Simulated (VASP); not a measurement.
Runs of VASP 6.6.1 on WS2. The structure is that of space group P-6m2 (No. 187), or close to it. The cells are those of the table. 

| cell | gap on the mesh (eV) | largest force (eV/Å) |
| --- | --- | --- |
| a = 3.184, b = 3.184, c = 17.459 Å, angles 90.0, 90.0, 120.0°, 3 atoms | (a) | 0.92 |
| a = 3.184, b = 3.184, c = 16.273 Å, angles 90.0, 90.0, 120.0°, 3 atoms | 1.41 | 1.41 |
| a = 3.184, b = 3.184, c = 16.612 Å, angles 90.0, 90.0, 120.0°, 3 atoms | 1.66 | 0.67 |
| a = 3.184, b = 3.184, c = 17.120 Å, angles 90.0, 90.0, 120.0°, 3 atoms | 1.96 | 0.32 |

Alike in all rows: task single point; level r2SCAN; potentials or basis VASP PAW PBE potentials, release 64 (W_sv, S); no spin polarisation; k mesh 12 × 12 × 2; cutoff (eV) 520; smearing gaussian 0.05 eV.

Fill in the values left out.

(a) 2.03.

Caveats: the PAW data sets were made with another functional, which shifts forces and pressure a little; spin-orbit coupling is left out, which moves the levels of the heavy elements.

A k mesh can miss the band edges, and the runs leave out spin-orbit coupling on W.
